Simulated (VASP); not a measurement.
# Ca (I4/mmm) in VASP: notebook

Ca is run at these levels: PBEsol; tasks: single point.

All numbers are computed with VASP 6.6.1; they aren't measurements. Logs are shortened: lines on timing, memory, paths and dates and some standing lists are left out, and cuts for length are marked.

## (1) The cell of the first run

Symmetry: I4/mmm, No. 139, tetragonal system. Conventional cell: a = 4.268 Å, b = 4.268 Å, c = 5.812 Å, α = 90.00°, β = 90.00°, γ = 90.00°. Within 5.5 Å of Ca (site symmetry 4/mmm) lie 12 Ca at 4.19 to 4.27 Å.

## (2) Single point, PBEsol (strain +0.080 along x and y, +0.040 along z)

Input file INCAR:

```
PREC = Accurate
ENCUT = 520
EDIFF = 1E-7
ISMEAR = 0
SIGMA = 0.15
LREAL = F
LASPH = T
NELM = 100
ALGO = Fast
ISIF = 2
LWAVE = F
LCHARG = F
GGA = PS
NBANDS = 11
```

Input file KPOINTS:

```
regular mesh
0
Gamma
  14 14 14
```

Input file POSCAR:

```
Ca
1.0
    0.0000000000      3.0177360000      2.9059680000
    3.0177360000      0.0000000000      2.9059680000
    3.0177360000      3.0177360000      0.0000000000
Ca
1
Direct
    0.0000000000      0.0000000000      0.0000000000
```

Potentials or basis: VASP PAW PBE potentials, release 64 (Ca_sv).

Started as:

```
$ cat potpaw_PBE.64/Ca_sv/POTCAR > POTCAR
$ mpirun -np 1 vasp_std > vasp.out
```

OUTCAR:

```text
PREC = Accurate
   ENCUT = 520
   EDIFF = 1E-7
   ISMEAR = 0
   LREAL = F
   LASPH = T
   NELM = 100
   ISIF = 2
   GGA = PS

 ion  position               nearest neighbor table
   1  0.000  0.000  0.000-

  LATTYP: Found a body centered tetragonal cell.
 ALAT       =     4.2677231789
 C/A-ratio  =     1.3618352823

  Lattice vectors:

 A1 = (   0.0000000000,  -3.0177360000,  -2.9059680000)
 A2 = (   0.0000000000,   3.0177360000,  -2.9059680000)
 A3 = (   3.0177360000,   0.0000000000,   2.9059680000)

Analysis of symmetry for initial positions (statically):
=====================================================================
 Subroutine PRICEL returns:
 Original cell was already a primitive cell.

 Routine SETGRP: Setting up the symmetry group for a
 body centered tetragonal supercell.

 Subroutine GETGRP returns: Found 16 space group operations
 (whereof 16 operations were pure point group operations)
 out of a pool of 16 trial point group operations.

The static configuration has the point symmetry D_4h.

Analysis of symmetry for dynamics (positions and initial velocities):
=====================================================================
 Subroutine PRICEL returns:
 Original cell was already a primitive cell.

 Routine SETGRP: Setting up the symmetry group for a
 body centered tetragonal supercell.

 Subroutine GETGRP returns: Found 16 space group operations
 (whereof 16 operations were pure point group operations)
 out of a pool of 16 trial point group operations.

The dynamic configuration has the point symmetry D_4h.

 Subroutine INISYM returns: Found 16 space group operations
 (whereof 16 operations are pure point group operations),
 and found     1 'primitive' translations

----------------------------------------------------------------------------------------

                                     Primitive cell

  volume of cell :      52.9277

  direct lattice vectors                    reciprocal lattice vectors
     0.000000000  3.017736000  2.905968000    -0.165687124  0.165687124  0.172059706
     3.017736000  0.000000000  2.905968000     0.165687124 -0.165687124  0.172059706
     3.017736000  3.017736000  0.000000000     0.165687124  0.165687124 -0.172059706

  length of vectors
     4.189436786  4.189436786  4.267723179     0.290704298  0.290704298  0.290704298

  position of ions in fractional coordinates (direct lattice)
     0.000000000  0.000000000  0.000000000

  ion indices of the primitive-cell ions
   primitive index   ion index
                 1           1

----------------------------------------------------------------------------------------

 KPOINTS: regular mesh

Automatic generation of k-mesh.
 Grid dimensions read from file:
 generate k-points for:   14   14   14

 Generating k-lattice:

  Cartesian coordinates                     Fractional coordinates (reciprocal lattice)
    -0.011834795  0.011834795  0.012289979     0.071428571  0.000000000  0.000000000
     0.011834795 -0.011834795  0.012289979     0.000000000  0.071428571  0.000000000
     0.011834795  0.011834795 -0.012289979     0.000000000  0.000000000  0.071428571

  Length of vectors
     0.020764593  0.020764593  0.020764593

  Shift w.r.t. Gamma in fractional coordinates (k-lattice)
     0.000000000  0.000000000  0.000000000

 Subroutine IBZKPT returns following result:
 ===========================================

 Found    244 irreducible k-points:

 Following reciprocal coordinates:
            Coordinates               Weight
  0.000000  0.000000  0.000000      1.000000
  0.071429  0.000000  0.000000      8.000000
  0.142857  0.000000  0.000000      8.000000
  0.214286  0.000000  0.000000      8.000000
  0.285714  0.000000  0.000000      8.000000
  0.357143 -0.000000  0.000000      8.000000
[... 16 lines left out ...]
  0.214286  0.142857  0.000000      8.000000
  0.285714  0.142857  0.000000      8.000000
 [... further k-points ...]
   k-points           NKPTS =    244   k-points in BZ     NKDIM =    244   number of bands    NBANDS=     11
   number of dos      NEDOS =    301   number of ions     NIONS =      1
   total plane-waves  NPLWV =  32768
   dimension x,y,z NGX =    32 NGY =   32 NGZ =   32
   dimension x,y,z NGXF=    64 NGYF=   64 NGZF=   64
   ions per type =               1
   NGX,Y,Z   is equivalent  to a cutoff of  12.70, 12.70, 12.47 a.u.
   NGXF,Y,Z  is equivalent  to a cutoff of  25.40, 25.40, 24.93 a.u.
 SYSTEM =  unknown system
   PREC   = accura    normal or accurate (medium, high low for compatibility)
   ISTART =      0    job   : 0-new  1-cont  2-samecut
   ICHARG =      2    charge: 1-file 2-atom 10-const
   ISPIN  =      1    spin polarized calculation?
   LNONCOLLINEAR =      F non collinear calculations
   LSORBIT =      F    spin-orbit coupling
   LASPH  =      T    aspherical Exc in radial PAW
   ENCUT  =  520.0 eV  38.22 Ry    6.18 a.u.   7.79  7.79  7.94*2*pi/ulx,y,z
   NELM   =    100;   NELMIN=  2; NELMDL= -5     # of ELM steps
   EDIFF  = 0.1E-06   stopping-criterion for ELM
   LREAL  =      F    real-space projection
   EDIFFG = 0.1E-05   stopping-criterion for IOM
   NSW    =      0    number of steps for IOM
   IBRION =     -1    ionic relax: 0-MD 1-quasi-New 2-CG
   NFREE  =      0    steps in history (QN), initial steepest desc. (CG)
   ISIF   =      2    stress and relaxation
   ISYM   =      2    0-nonsym 1-usesym 2-fastsym
   POTIM  = 0.5000    time-step for ionic-motion
   TEBEG  =    0.0;   TEEND  =   0.0 temperature during run
   PSTRESS=    0.0 pullay stress
   NELECT =      10.0000    total number of electrons
   NUPDOWN=      -1.0000    fix difference up-down
   EMIN   =  10.00;   EMAX   =-10.00  energy-range for DOS
   EFERMI =   0.00;   METHOD = LEGACY
   ISMEAR =     0;   SIGMA  =   0.15  broadening in eV -4-tet -1-fermi 0-gaus
   EFERMI_NEDOS =   21; number of points for ismear=-14 and -15
   IALGO  =     68    algorithm
   IMIX   =      4    mixing-type and parameters
     AMIX     =   0.40;   BMIX     =  1.00
     AMIX_MAG =   1.60;   BMIX_MAG =  1.00
  volume/ion in A,a.u.               =      52.93       357.17
  Fermi-wavevector in a.u.,A,eV,Ry     =   0.939392  1.775194 12.006572  0.882458
  Thomas-Fermi vector in A             =   2.066700
   LORBIT       =      0    0 simple, 1 ext, 2 COOP (PROOUT), +10 PAW based schemes
   GGA     = PS    functional components
   LHFCALC =     F    Hartree Fock is set to
   AEXX    =    0.0000 exact exchange contribution
   IVDW    =     0    specifies the selected vdW correction
   LEPSILON=     F    determine dielectric tensor
   LRPA    =     F    only Hartree local field effects (RPA)
 non-spin polarized calculation
 RMM-DIIS sequential band-by-band and
 Gauss-broadening in eV      SIGMA  =   0.15
  energy-cutoff  :      520.00
  volume of cell :       52.93
 maximum number of plane-waves:      1440
   NGX = 15   NGY = 15   NGZ = 15

 number of electron      10.0000000 magnetization

 number of electron       9.9999998 magnetization

 Free energy of the ion-electron system (eV)
  ---------------------------------------------------
  ext. energy  EPLUGINS =         0.00000000
  ---------------------------------------------------
  free energy    TOTEN  =        -2.00017921 eV

  energy without entropy =       -1.98522963  energy(sigma->0) =       -1.99270442

 E-fermi :   1.0872     XC(G=0):  -7.1266

 val. band max:        1.0840512105   @ k =   0.5000   0.1429   0.0000
 cond. band min:       1.0928921704   @ k =  -0.3571   0.3571   0.0000
 fundamental gap:      0.0088409599
 Fermi energy:         1.0872497813

 k-point     1 :       0.0000    0.0000    0.0000
  band No.  band energies     occupation
      1     -41.2984      2.00000
      2     -22.3040      2.00000
      3     -22.3040      2.00000
      4     -22.3032      2.00000
      5      -2.5391      2.00000
      6       3.0571      0.00000
      7       3.0571      0.00000
      8       3.1913      0.00000
      9       3.8294      0.00000
     10       3.9898      0.00000
     11       9.2971      0.00000

 k-point     2 :       0.0714    0.0000    0.0000
  band No.  band energies     occupation
      1     -41.2982      2.00000
      2     -22.3067      2.00000
      3     -22.3045      2.00000
      4     -22.3038      2.00000
      5      -2.4663      2.00000
      6       3.0086      0.00000
      7       3.0821      0.00000
      8       3.1940      0.00000
      9       3.8119      0.00000
     10       3.9660      0.00000
     11       9.3341      0.00000

 k-point     3 :       0.1429    0.0000    0.0000
  band No.  band energies     occupation
      1     -41.2976      2.00000
      2     -22.3148      2.00000
      3     -22.3059      2.00000
      4     -22.3048      2.00000
      5      -2.2505      2.00000
      6       2.8242      0.00000
      7       3.1357      0.00000
      8       3.2413      0.00000
      9       3.7876      0.00000
     10       3.9183      0.00000
     11       8.6874      0.00000

 k-point     4 :       0.2143    0.0000    0.0000
  band No.  band energies     occupation
      1     -41.2967      2.00000
      2     -22.3266      2.00000
      3     -22.3080      2.00000
      4     -22.3062      2.00000
      5      -1.9000      2.00000
      6       2.5329      0.00000
      7       3.1548      0.00000
      8       3.2826      0.00000
      9       3.8334      0.00000
     10       3.9156      0.00000
     11       7.5860      0.00000
[... 239 lines left out ...]
 k-point    22 :       0.1429    0.1429    0.0000
  band No.  band energies     occupation
      1     -41.2972      2.00000
      2     -22.3143      2.00000
      3     -22.3087      2.00000
      4     -22.3087      2.00000
      5      -2.1356      2.00000
      6       2.8316      0.00000
      7       3.1861      0.00000
      8       3.1861      0.00000
      9       3.6824      0.00000
     10       3.9330      0.00000
     11       9.5667      0.00000

 k-point    23 :       0.2143    0.1429    0.0000
  band No.  band energies     occupation
      1     -41.2965      2.00000
      2     -22.3225      2.00000
      3     -22.3111      2.00000
      4     -22.3099      2.00000
      5      -1.8692      2.00000
      6       2.6228      0.00000
      7       3.2482      0.00000
      8       3.2495      0.00000
      9       3.5677      0.00000
     10       3.9936      0.00000
     11       8.4012      0.00000

 k-point    24 :       0.2857    0.1429    0.0000
  band No.  band energies     occupation
      1     -41.2956      2.00000
      2     -22.3337      2.00000
      3     -22.3135      2.00000
      4     -22.3113      2.00000
      5      -1.4753      2.00000
      6       2.3442      0.00000
      7       3.1565      0.00000
      8       3.2637      0.00000
      9       3.6660      0.00000
     10       4.1122      0.00000
     11       7.2735      0.00000

 [... further k-points ...]

------------------------ aborting loop because EDIFF is reached ----------------------------------------

  FORCE on cell =-STRESS in cart. coord.  units (eV):
  Direction    XX          YY          ZZ          XY          YZ          ZX
  --------------------------------------------------------------------------------------
  -------------------------------------------------------------------------------------
  Total       -1.0283133     -1.0283133     -0.9666846      0.0000000      0.0000000      0.0000000
  in kB      -31.1281069    -31.1281069    -29.2625426      0.0000000      0.0000000      0.0000000
  external PRESSURE =     -30.5062521 kB  Pullay stress =       0.0000000 kB

 VOLUME and BASIS-vectors are now :
 -----------------------------------------------------------------------------
  energy-cutoff  :      520.00
  volume of cell :       52.93
      direct lattice vectors                 reciprocal lattice vectors
     0.000000000  3.017736000  2.905968000    -0.165687124  0.165687124  0.172059706
     3.017736000  0.000000000  2.905968000     0.165687124 -0.165687124  0.172059706
     3.017736000  3.017736000  0.000000000     0.165687124  0.165687124 -0.172059706

 POSITION                                       TOTAL-FORCE (eV/Angst)
 -----------------------------------------------------------------------------------
      0.00000      0.00000      0.00000         0.000000     -0.000000      0.000000
 -----------------------------------------------------------------------------------
    total drift:                                0.000000      0.000000      0.000000

  FREE ENERGIE OF THE ION-ELECTRON SYSTEM (eV)
  ---------------------------------------------------
  free  energy   TOTEN  =        -2.0001792104 eV

  energy  without entropy=       -1.9852296279  energy(sigma->0) =       -1.99270442
```

It took 49 s on 1 thread of Intel Xeon 6975P-C (Granite Rapids), shared host; peak memory 0.28 GiB.

Results:

| Property | Result |
| --- | --- |
| Free energy | -2.0002 eV |
| Pressure | -3.1 GPa |
| Band gap on the k mesh | zero (bands 5 and 6 overlap by 0.54 eV) |

Caveat: the cell differs from its parent crystal (strain +0.080 along x and y, +0.040 along z); the cell stands under tension; the PAW data sets were made with another functional, which shifts forces and pressure a little.

## (3) Single point, PBEsol (strain -0.080 along x and y, +0.000 along z)

Input file INCAR:

```
  ALGO = Normal
  EDIFF = 1E-7
  ENCUT = 520
  GGA = PS
  ISIF = 2
  ISMEAR = 0
  LASPH = T
  LCHARG = F
  LREAL = F
  LWAVE = F
  NBANDS = 11
  NELM = 60
  PREC = Accurate
  SIGMA = 0.15
```

Input file KPOINTS:

```
k-points
0
Gamma
  14 14 14
```

Input file POSCAR:

```
Ca
1.0
    0.0000000000      2.5706640000      2.7942000000
    2.5706640000      0.0000000000      2.7942000000
    2.5706640000      2.5706640000      0.0000000000
Ca
1
Direct
    0.0000000000      0.0000000000      0.0000000000
```

Potentials or basis: VASP PAW PBE potentials, release 64 (Ca_sv).

Started as:

```
$ cat potpaw_PBE.64/Ca_sv/POTCAR > POTCAR
$ mpirun -np 1 vasp_std > vasp.out
```

Wall time 28 s (1 thread of Intel Xeon 6975P-C (Granite Rapids), shared host); peak memory 0.23 GiB.

Results (log left out):

| Item | Value |
| --- | --- |
| Free energy | -2.1139 eV |
| Pressure | 2.0 GPa |
| Band gap on the k mesh | zero (bands 5 and 6 overlap by 0.16 eV) |

Stress tensor (GPa, compression positive):
```
2.28 0.00 0.00
0.00 2.28 0.00
0.00 0.00 1.29
```

Levels at points of the mesh, in eV from the Fermi level:
| k point | band 3 | band 4 | band 5 | band 6 | band 7 | band 8 |
| --- | --- | --- | --- | --- | --- | --- |
| (0.00, 0.00, 0.00) | -22.51 | -22.51 | -4.28 | 2.21 | 2.66 | 2.66 |
| (0.50, 0.00, 0.00) | -22.56 | -22.53 | -1.07 | -0.03 | 2.10 | 2.62 |
| (0.50, 0.50, 0.00) | -22.57 | -22.57 | -0.77 | 0.60 | 0.66 | 4.60 |
| (0.50, 0.00, 0.50) | -22.63 | -22.59 | -0.55 | 0.43 | 1.55 | 4.48 |

Caveat: the cell differs from its parent crystal (strain -0.080 along x and y, +0.000 along z); the PAW data sets were made with another functional, which shifts forces and pressure a little.

## (4) Single point, PBEsol (strain -0.040 along x and y, -0.080 along z)

Input file INCAR:

```
SYSTEM = Ca
PREC = Accurate
ENCUT = 520
EDIFF = 1E-7
ISMEAR = 0
SIGMA = 0.15
LREAL = .False.
LASPH = .True.
NELM = 80
ALGO = Normal
ISIF = 2
LWAVE = .False.
LCHARG = .False.
GGA = PS
NBANDS = 11
```

Input file KPOINTS:

```
Automatic mesh
0
Gamma
  14 14 14
  0 0 0
```

Input file POSCAR:

```
Ca
1.0
    0.0000000000      2.6824320000      2.5706640000
    2.6824320000      0.0000000000      2.5706640000
    2.6824320000      2.6824320000      0.0000000000
Ca
1
Direct
    0.0000000000      0.0000000000      0.0000000000
```

Started as:

```
$ cat potpaw_PBE.64/Ca_sv/POTCAR > POTCAR
$ mpirun -np 1 vasp_std > vasp.out
```

Wall time 28 s (1 thread of Intel Xeon 6975P-C (Granite Rapids), shared host); peak memory 0.22 GiB.

It converged, with:

- Free energy: -2.1194 eV
- Pressure: 1.9 GPa
- Band gap on the k mesh: zero (bands 5 and 6 overlap by 0.14 eV)

Stress tensor (GPa, compression positive):
```
1.84 0.00 0.00
0.00 1.84 0.00
0.00 0.00 2.11
```

Levels at points of the mesh, in eV from the Fermi level:
```
           k point  band 3  band 4  band 5  band 6  band 7  band 8
(0.00, 0.00, 0.00)  -22.51  -22.51   -4.27    2.43    2.43    2.64
(0.50, 0.00, 0.00)  -22.55  -22.53   -1.07   -0.03    2.22    2.50
(0.50, 0.50, 0.00)  -22.61  -22.61   -0.54    0.40    1.55    4.55
(0.50, 0.00, 0.50)  -22.59  -22.58   -0.65    0.52    1.08    4.55
```

Caveat: the cell differs from its parent crystal (strain -0.040 along x and y, -0.080 along z); the PAW data sets were made with another functional, which shifts forces and pressure a little.

## (5) Summary

```csv
cell,gap on the mesh (eV),pressure (GPa)
"a = 4.189, b = 4.189, c = 4.268 Å, angles 59.4, 59.4, 61.2°, 1 atom",none,-3.1
"a = 3.797, b = 3.797, c = 3.635 Å, angles 61.4, 61.4, 57.2°, 1 atom",none,2.0
"a = 3.715, b = 3.715, c = 3.794 Å, angles 59.3, 59.3, 61.4°, 1 atom",none,1.9
```

Alike in all rows: task single point; level PBEsol; potentials or basis VASP PAW PBE potentials, release 64 (Ca_sv); no spin polarisation; k mesh 14 × 14 × 14; cutoff (eV) 520; smearing gaussian 0.15 eV.

Caveats: the PAW data sets were made with another functional, which shifts forces and pressure a little; the cell stands under tension (at least some runs).

Absolute energies hang on the potentials; compare differences alone.
